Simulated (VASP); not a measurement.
Input of a VASP 6.6.1 run:

INCAR

```
ALGO = Normal ; EDIFF = 1E-7
ENCUT = 520 ; GGA = PE
ISIF = 2 ; ISMEAR = 0
LASPH = T ; LCHARG = T
LELF = T ; LREAL = F
LVHAR = T ; LWAVE = F
NBANDS = 29 ; NELM = 60
PREC = Accurate ; SIGMA = 0.1
```

KPOINTS

```
k-points
0
Gamma
  6 6 4
```

The input POSCAR:

```
Y2Si3O
1.0
    4.3144334800      0.0000000000      0.0000000000
   -2.1572167400      3.7364090000      0.0000000000
    0.0000000000      0.0000000000      6.8631498800
Y Si O
2 3 1
Direct
    0.6666666700      0.3333333300      0.7472822100
    0.3333333300      0.6666666700      0.2527177900
    0.6666666700      0.3333333300      0.3520774200
    0.3333333300      0.6666666700      0.6479225800
    0.0000000000      0.0000000000      0.5000000000
    0.0000000000      0.0000000000      0.0000000000
```

Potentials or basis: VASP PAW PBE potentials, release 64 (Y_sv, Si, O).

Run with:

```console
$ cat potpaw_PBE.64/Y_sv/POTCAR potpaw_PBE.64/Si/POTCAR potpaw_PBE.64/O/POTCAR > POTCAR
$ mpirun -np 1 vasp_std > vasp.out
```

Estimate the largest force.

4.551 eV/Å.

Estimate the band gap on the k mesh.

zero (bands 20 and 21 overlap by 0.47 eV).

Forces in eV/Å, atoms in the order of the input:
```
Y    0.000  0.000  4.551
Y    0.000  0.000 -4.551
Si   0.000  0.000  1.035
Si   0.000  0.000 -1.035
Si   0.000  0.000  0.000
O    0.000  0.000  0.000
```

Caveat: forces of over 1 eV/Å act on the atoms, so gaps and moduli don't describe the material at rest.
